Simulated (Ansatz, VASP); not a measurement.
Two plane-wave programs on ScIr2

```
Sc Ir
1.0
     0.00000    3.64105    3.64105
     3.64105    0.00000    3.64105
     3.64105    3.64105    0.00000
Sc Ir
2 4
Direct
  0.00000 0.00000 0.00000
  0.25000 0.25000 0.25000
  0.62500 0.62500 0.62500
  0.12500 0.62500 0.62500
  0.62500 0.62500 0.12500
  0.62500 0.12500 0.62500
```

Alike in both runs: task single point; functional LDA; k mesh 6 × 6 × 6; occupations gaussian, width 0.1 eV; no spin polarisation.

|  | VASP | Ansatz |
| --- | --- | --- |
| version | VASP 6.6.1 | Ansatz 0.2.0 |
| potentials or method | VASP PAW LDA potentials, release 64 (Sc_sv, Ir_sv_GW), cutoff 560 eV | plane waves, PAW |
| valence electrons in the cell | 90 | 90 |

|  | VASP | Ansatz | Ansatz less VASP |
| --- | --- | --- | --- |
| pressure (GPa) | -0.7 | -0.7 | +0.05 |

LDA's correlation is that of Perdew and Zunger in VASP and of Perdew and Wang (1992) in Ansatz. Ansatz's warnings: stress scf threshold loose.

Spin-orbit coupling is off throughout.
